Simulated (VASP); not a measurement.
The system is I.

```
I
1.0
     1.97633    0.00000    0.00000
     0.00000    2.34772    0.00000
     0.00000    0.00000    6.37148
I
1
Direct
  0.00000 0.00000 0.00000
```

The cell was generated, and may not be a known phase.

```yaml
Program: VASP 6.6.1
Task: relaxation of cell and atoms
Functional: PBE
Potentials_or_basis: VASP PAW PBE potentials, release 64 (I)
Cutoff: 500 eV
k_mesh: 8 × 8 × 4
Occupations: gaussian, width 0.1 eV
Spin: no spin polarisation
```

At the start: pressure 201.8 GPa; volume 29.56 Å³/atom.

Task: How do energy, volume and symmetry change on relaxing?

Result: Over 16 steps the energy falls by 15887.9 meV/atom and the volume is 70.71 Å³/atom (+139.2 %); space group Pmmm (No. 47, to 0.1 Å) before and after.

The path:
| step | energy change (eV) | largest force (eV/Å) | pressure (GPa) | volume (Å³) |
| --- | --- | --- | --- | --- |
| 1 | 0.0000 | 0.0000 | 201.84 | 29.56 |
| 2 | -6.2802 | 0.0000 | -5.27 | 361.06 |
| 3 | -14.8791 | 0.0000 | -2.40 | 123.47 |
| 4 | -14.9717 | 0.0000 | -2.41 | 119.07 |
| 5 | -15.8264 | 0.0000 | -0.07 | 67.63 |
| 6 | -15.7900 | 0.0000 | -1.68 | 75.64 |
| 7 | -15.8274 | 0.0000 | -0.92 | 70.92 |
| 8 | -15.8300 | 0.0000 | -0.70 | 69.94 |
| 9 | -15.8693 | 0.0000 | 1.23 | 67.09 |
| 10 | -15.8791 | 0.0000 | 0.48 | 67.94 |
| 11 | -15.8791 | 0.0000 | 0.51 | 67.90 |
| 12 | -15.8859 | 0.0000 | 0.18 | 69.39 |
| 13 | -15.8877 | 0.0000 | -0.12 | 71.06 |
| 14 | -15.8878 | 0.0000 | -0.08 | 70.79 |
| 15 | -15.8878 | 0.0000 | 0.04 | 70.63 |
| 16 | -15.8879 | 0.0000 | -0.01 | 70.71 |

Final structure:
```
I
1.0
     3.77084    0.00000    0.00000
     0.00000    2.95690    0.00000
     0.00000    0.00000    6.34154
I
1
Direct
  0.00000 0.00000 0.00000
```

Caveat: the k points lie up to 0.27 Å⁻¹ apart in the final cell, too coarse for converged energies and pressures of a metal; the volume moved by over 15 % at a fixed basis, so the end points are rough; an odd number of electrons without spin polarisation forces a metal; a magnetic or distorted state may lie lower.
